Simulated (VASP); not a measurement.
# BaTe (I4mm) in VASP: single point with r2SCAN

Aim: the single point of BaTe with r2SCAN.

Program: VASP 6.6.1. These are calculated values, not measurements. Logs are shortened: lines on timing, memory, paths and dates and some standing lists are left out, and cuts for length are marked.

**1. The cell of the first run**

The structure is tetragonal, space group I4mm (No. 107). Conventional cell: a = 4.822 Å, b = 4.822 Å, c = 6.820 Å, α = 90.00°, β = 90.00°, γ = 90.00°. Ba (site symmetry 4mm) has 6 Te at 3.31 to 3.51 Å within 4.4 Å. Te (site symmetry 4mm) has 6 Ba at 3.31 to 3.51 Å within 4.4 Å.

**2. Single point, r2SCAN (atom 1 (Ba) moved by (-0.100, +0.000) A along x and y)**

The input, POSCAR:

```
BaTe
1.0
    0.0000000000      3.4100000000      3.4100000000
    3.4100000000      0.0000000000      3.4100000000
    3.4100000000      3.4100000000      0.0000000000
Ba Te
1 1
Direct
    0.0146627566     -0.0146627566     -0.0146627566
    0.5000000000      0.5000000000      0.5000000000
```

The input, INCAR.step1:

```
SYSTEM = BaTe
PREC = Accurate
ENCUT = 520
ISMEAR = 0
SIGMA = 0.05
LREAL = .False.
LASPH = .True.
NELM = 100
NBANDS = 15
GGA = PE
ALGO = Normal
EDIFF = 1E-4
LWAVE = .True.
LCHARG = .False.
```

The input, INCAR.step2:

```
SYSTEM = BaTe
PREC = Accurate
ENCUT = 520
EDIFF = 1E-6
ISMEAR = 0
SIGMA = 0.05
LREAL = .False.
LASPH = .True.
NELM = 100
ALGO = Normal
ISIF = 2
LWAVE = .False.
LCHARG = .False.
METAGGA = R2SCAN
LMIXTAU = .True.
NBANDS = 15
ISTART = 1
```

The input, KPOINTS:

```
Automatic mesh
0
Gamma
  8 8 8
  0 0 0
```

Potentials or basis: VASP PAW PBE potentials, release 64 (Ba_sv, Te).

On the command line:

```bash
cat potpaw_PBE.64/Ba_sv/POTCAR potpaw_PBE.64/Te/POTCAR > POTCAR
cp INCAR.step1 INCAR
mpirun -np 1 vasp_std > vasp.out
cp INCAR.step2 INCAR
mpirun -np 1 vasp_std > vasp.out
```

OUTCAR:

```text
SYSTEM = BaTe
   PREC = Accurate
   ENCUT = 520
   EDIFF = 1E-6
   ISMEAR = 0
   LREAL = .False.
   LASPH = .True.
   NELM = 100
   ISIF = 2
   METAGGA = R2SCAN
   ISTART = 1

 ion  position               nearest neighbor table
   1  0.015  0.985  0.985-   2 3.31   2 3.41   2 3.41   2 3.41   2 3.41   2 3.51
   2  0.500  0.500  0.500-   1 3.31   1 3.41   1 3.41   1 3.41   1 3.41   1 3.51

  LATTYP: Found a face centered cubic cell.
 ALAT       =     6.8200000000

  Lattice vectors:

 A1 = (   0.0000000000,   3.4100000000,   3.4100000000)
 A2 = (   3.4100000000,   0.0000000000,   3.4100000000)
 A3 = (   3.4100000000,   3.4100000000,   0.0000000000)

Analysis of symmetry for initial positions (statically):
=====================================================================
 Subroutine PRICEL returns:
 Original cell was already a primitive cell.

 Routine SETGRP: Setting up the symmetry group for a
 face centered cubic supercell.

 Subroutine GETGRP returns: Found  8 space group operations
 (whereof  8 operations were pure point group operations)
 out of a pool of 48 trial point group operations.

The static configuration has the point symmetry C_4v.

Analysis of symmetry for dynamics (positions and initial velocities):
=====================================================================
 Subroutine PRICEL returns:
 Original cell was already a primitive cell.

 Routine SETGRP: Setting up the symmetry group for a
 face centered cubic supercell.

 Subroutine GETGRP returns: Found  8 space group operations
 (whereof  8 operations were pure point group operations)
 out of a pool of 48 trial point group operations.

The dynamic configuration has the point symmetry C_4v.

 Subroutine INISYM returns: Found  8 space group operations
 (whereof  8 operations are pure point group operations),
 and found     1 'primitive' translations

----------------------------------------------------------------------------------------

                                     Primitive cell

  volume of cell :      79.3036

  direct lattice vectors                    reciprocal lattice vectors
     0.000000000  3.410000000  3.410000000    -0.146627566  0.146627566  0.146627566
     3.410000000  0.000000000  3.410000000     0.146627566 -0.146627566  0.146627566
     3.410000000  3.410000000  0.000000000     0.146627566  0.146627566 -0.146627566

  length of vectors
     4.822468248  4.822468248  4.822468248     0.253966394  0.253966394  0.253966394

  position of ions in fractional coordinates (direct lattice)
     0.014662757  0.985337243  0.985337243
     0.500000000  0.500000000  0.500000000

  ion indices of the primitive-cell ions
   primitive index   ion index
                 1           1
                 2           2

----------------------------------------------------------------------------------------

 KPOINTS: Automatic mesh

Automatic generation of k-mesh.
 Grid dimensions read from file:
 generate k-points for:    8    8    8

 Generating k-lattice:

  Cartesian coordinates                     Fractional coordinates (reciprocal lattice)
    -0.018328446  0.018328446  0.018328446     0.125000000  0.000000000  0.000000000
     0.018328446 -0.018328446  0.018328446     0.000000000  0.125000000  0.000000000
     0.018328446  0.018328446 -0.018328446     0.000000000  0.000000000  0.125000000

  Length of vectors
     0.031745799  0.031745799  0.031745799

  Shift w.r.t. Gamma in fractional coordinates (k-lattice)
     0.000000000  0.000000000  0.000000000

 Subroutine IBZKPT returns following result:
 ===========================================

 Found     59 irreducible k-points:

 Following reciprocal coordinates:
            Coordinates               Weight
  0.000000  0.000000  0.000000      1.000000
  0.125000  0.000000  0.000000      8.000000
  0.250000  0.000000  0.000000      8.000000
  0.375000  0.000000  0.000000      8.000000
  0.500000  0.000000  0.000000      4.000000
  0.125000  0.125000  0.000000      4.000000
[... 16 lines left out ...]
  0.000000  0.375000  0.250000      8.000000
  0.500000  0.250000  0.000000     16.000000
 [... further k-points ...]
   k-points           NKPTS =     59   k-points in BZ     NKDIM =     59   number of bands    NBANDS=     15
   number of dos      NEDOS =    301   number of ions     NIONS =      2
   total plane-waves  NPLWV =  46656
   dimension x,y,z NGX =    36 NGY =   36 NGZ =   36
   dimension x,y,z NGXF=    72 NGYF=   72 NGZF=   72
   ions per type =               1   1
   NGX,Y,Z   is equivalent  to a cutoff of  12.41, 12.41, 12.41 a.u.
   NGXF,Y,Z  is equivalent  to a cutoff of  24.82, 24.82, 24.82 a.u.
 SYSTEM =  BaTe
   PREC   = accura    normal or accurate (medium, high low for compatibility)
   ISTART =      1    job   : 0-new  1-cont  2-samecut
   ICHARG =      0    charge: 1-file 2-atom 10-const
   ISPIN  =      1    spin polarized calculation?
   LNONCOLLINEAR =      F non collinear calculations
   LSORBIT =      F    spin-orbit coupling
   LASPH  =      T    aspherical Exc in radial PAW
   ENCUT  =  520.0 eV  38.22 Ry    6.18 a.u.   8.97  8.97  8.97*2*pi/ulx,y,z
   NELM   =    100;   NELMIN=  2; NELMDL=  0     # of ELM steps
   EDIFF  = 0.1E-05   stopping-criterion for ELM
   LREAL  =      F    real-space projection
   EDIFFG = 0.1E-04   stopping-criterion for IOM
   NSW    =      0    number of steps for IOM
   IBRION =     -1    ionic relax: 0-MD 1-quasi-New 2-CG
   NFREE  =      0    steps in history (QN), initial steepest desc. (CG)
   ISIF   =      2    stress and relaxation
   ISYM   =      2    0-nonsym 1-usesym 2-fastsym
   POTIM  = 0.5000    time-step for ionic-motion
   TEBEG  =    0.0;   TEEND  =   0.0 temperature during run
   PSTRESS=    0.0 pullay stress
   NELECT =      16.0000    total number of electrons
   NUPDOWN=      -1.0000    fix difference up-down
   EMIN   =  10.00;   EMAX   =-10.00  energy-range for DOS
   EFERMI =   0.00;   METHOD = LEGACY
   ISMEAR =     0;   SIGMA  =   0.05  broadening in eV -4-tet -1-fermi 0-gaus
   EFERMI_NEDOS =   21; number of points for ismear=-14 and -15
   IALGO  =     38    algorithm
   IMIX   =      4    mixing-type and parameters
     AMIX     =   0.40;   BMIX     =  1.00
     AMIX_MAG =   1.60;   BMIX_MAG =  1.00
  volume/ion in A,a.u.               =      39.65       267.58
  Fermi-wavevector in a.u.,A,eV,Ry     =   0.960175  1.814468 12.543704  0.921936
  Thomas-Fermi vector in A             =   2.089436
   LORBIT       =      0    0 simple, 1 ext, 2 COOP (PROOUT), +10 PAW based schemes
   METAGGA = R2SCAN    functional components
   LHFCALC =     F    Hartree Fock is set to
   AEXX    =    0.0000 exact exchange contribution
   IVDW    =     0    specifies the selected vdW correction
   LEPSILON=     F    determine dielectric tensor
   LRPA    =     F    only Hartree local field effects (RPA)
 non-spin polarized calculation
 Gauss-broadening in eV      SIGMA  =   0.05
  energy-cutoff  :      520.00
  volume of cell :       79.30
 maximum number of plane-waves:      2150
   NGX = 17   NGY = 17   NGZ = 17

 number of electron      16.0000000 magnetization

 Free energy of the ion-electron system (eV)
  ---------------------------------------------------
  ext. energy  EPLUGINS =         0.00000000
  ---------------------------------------------------
  free energy    TOTEN  =       -55.88937719 eV

  energy without entropy =      -55.88937719  energy(sigma->0) =      -55.88937719

 E-fermi :   2.7765     XC(G=0):  -8.9644

 val. band max:        2.5713791478   @ k =   0.0000   0.0000   0.0000
 cond. band min:       4.2730526741   @ k =   0.0000   0.5000   0.5000
 fundamental gap:      1.7016735263
 Fermi energy:         2.7765066617

 k-point     1 :       0.0000    0.0000    0.0000
  band No.  band energies     occupation
      1     -25.0241      2.00000
      2      -9.7835      2.00000
      3      -9.7743      2.00000
      4      -9.7743      2.00000
      5      -7.4148      2.00000
      6       2.5681      2.00000
      7       2.5681      2.00000
      8       2.5714      2.00000
      9       5.8709      0.00000
     10       5.8903      0.00000
     11       5.8903      0.00000
     12       6.5243      0.00000
     13       6.6364      0.00000
     14       6.6713      0.00000
     15      10.0944      0.00000

 k-point     2 :       0.1250    0.0000    0.0000
  band No.  band energies     occupation
      1     -25.0209      2.00000
      2      -9.8974      2.00000
      3      -9.7799      2.00000
      4      -9.7760      2.00000
      5      -7.2442      2.00000
      6       2.0344      2.00000
      7       2.3037      2.00000
      8       2.3199      2.00000
      9       5.9299      0.00000
     10       6.0946      0.00000
     11       6.0958      0.00000
     12       7.1284      0.00000
     13       7.1600      0.00000
     14       7.2363      0.00000
     15      10.6562      0.00000

 k-point     3 :       0.2500    0.0000    0.0000
  band No.  band energies     occupation
      1     -25.0131      2.00000
      2     -10.1366      2.00000
      3      -9.7840      2.00000
      4      -9.7801      2.00000
      5      -6.8691      2.00000
      6       1.1204      2.00000
      7       1.8105      2.00000
      8       1.8209      2.00000
      9       6.1382      0.00000
     10       6.6764      0.00000
     11       6.6774      0.00000
     12       8.3872      0.00000
     13       8.4175      0.00000
     14       8.5115      0.00000
     15      11.7427      0.00000
[... 343 lines left out ...]
 k-point    23 :       0.0000    0.3750    0.2500
  band No.  band energies     occupation
      1     -25.0033      2.00000
      2     -10.1419      2.00000
      3      -9.8544      2.00000
      4      -9.8468      2.00000
      5      -6.8886      2.00000
      6       0.8673      2.00000
      7       1.9229      2.00000
      8       2.0452      2.00000
      9       4.9694      0.00000
     10       7.6296      0.00000
     11       7.9126      0.00000
     12       8.4579      0.00000
     13       8.4831      0.00000
     14      10.4896      0.00000
     15      11.6881      0.00000

 k-point    24 :       0.5000    0.2500    0.0000
  band No.  band energies     occupation
      1     -24.9986      2.00000
      2     -10.2097      2.00000
      3      -9.8969      2.00000
      4      -9.8420      2.00000
      5      -6.7639      2.00000
      6       0.8676      2.00000
      7       1.4823      2.00000
      8       1.7177      2.00000
      9       5.5953      0.00000
     10       8.2987      0.00000
     11       8.5170      0.00000
     12       8.8375      0.00000
     13       8.9356      0.00000
     14       9.9948      0.00000
     15      10.9469      0.00000

 [... further k-points ...]

------------------------ aborting loop because EDIFF is reached ----------------------------------------

  FORCE on cell =-STRESS in cart. coord.  units (eV):
  Direction    XX          YY          ZZ          XY          YZ          ZX
  --------------------------------------------------------------------------------------
  -------------------------------------------------------------------------------------
  Total        2.4388841      2.2005158      2.2005158      0.0000000     -0.0000000     -0.0000000
  in kB       49.2729559     44.4571835     44.4571835      0.0000000     -0.0000000     -0.0000000
  external PRESSURE =      46.0624409 kB  Pullay stress =       0.0000000 kB

 VOLUME and BASIS-vectors are now :
 -----------------------------------------------------------------------------
  energy-cutoff  :      520.00
  volume of cell :       79.30
      direct lattice vectors                 reciprocal lattice vectors
     0.000000000  3.410000000  3.410000000    -0.146627566  0.146627566  0.146627566
     3.410000000  0.000000000  3.410000000     0.146627566 -0.146627566  0.146627566
     3.410000000  3.410000000  0.000000000     0.146627566  0.146627566 -0.146627566

 POSITION                                       TOTAL-FORCE (eV/Angst)
 -----------------------------------------------------------------------------------
      6.72000      3.41000      3.41000         0.343968      0.000000      0.000000
      3.41000      3.41000      3.41000        -0.343968      0.000000      0.000000
 -----------------------------------------------------------------------------------
    total drift:                                0.000343      0.000000      0.000000

  FREE ENERGIE OF THE ION-ELECTRON SYSTEM (eV)
  ---------------------------------------------------
  free  energy   TOTEN  =       -55.8893771918 eV

  energy  without entropy=      -55.8893771918  energy(sigma->0) =      -55.88937719
```

Run time: 4.3 min. Hardware: 1 thread of Intel Xeon Platinum 8488C (Sapphire Rapids), shared host; peak memory 0.26 GiB.

What came out:

| Property | Result |
| --- | --- |
| Free energy | -55.8894 eV |
| Pressure | 4.6 GPa |
| Largest force | 0.344 eV/Å |
| Band gap on the k mesh | 1.70 eV, indirect (least direct gap 2.07 eV) |

Forces in eV/Å, atoms in the order of the input:
```
Ba   0.344  0.000  0.000
Te  -0.344  0.000  0.000
```

Stress tensor (GPa, compression positive):
```
4.93 0.00 0.00
0.00 4.45 0.00
0.00 0.00 4.45
```

Caveat: the cell differs from its parent crystal (atom 1 (Ba) moved by (-0.100, +0.000) A along x and y); the PAW data sets were made with another functional, which shifts forces and pressure a little; spin-orbit coupling is left out, which moves the levels of the heavy elements.
